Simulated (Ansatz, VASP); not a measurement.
**Ni in VASP and in Ansatz**

```
Ni
1.0
     0.00000    1.73757    1.73757
     1.73757    0.00000    1.73757
     1.73757    1.73757    0.00000
Ni
1
Direct
  0.00000 0.00000 0.00000
```

Alike in both runs: task relaxation of cell and atoms; functional PBE; k mesh 13 × 13 × 13; occupations fermi-dirac, width 0.05 eV; collinear spin, ferromagnetic start.

|  | VASP | Ansatz |
| --- | --- | --- |
| version | VASP 6.6.1 | Ansatz 0.2.0 |
| potentials or method | VASP PAW PBE potentials, release 64 (Ni_pv) | Ansatz PAW |
| plane-wave cutoff (eV) | 600 | 420 |
| valence electrons in the cell | 16 | 18 |

Ansatz gave:

```
net moment per atom (μB)                                      : 0.63
size of the moment on the site where the two differ most (μB) : 0.67
relaxed volume (Å³/atom)                                      : 10.89
relaxed cell length with the largest relative difference (Å)  : 2.488
```

Estimate VASP's values.

net moment per atom (μB): 0.63; size of the moment on the site where the two differ most (μB): 0.66; relaxed volume (Å³/atom): 10.80; relaxed cell length with the largest relative difference (Å): 2.481.

Site moments also hang on the region over which each program counts them. VASP's potentials hold 16 valence electrons a cell and Ansatz's 18, so a difference there can come from the potentials and not from the codes.

Noted on Ansatz's run: the plane-wave basis is chosen anew once the cell has moved, so the energies of steps on either side of that aren't comparable.
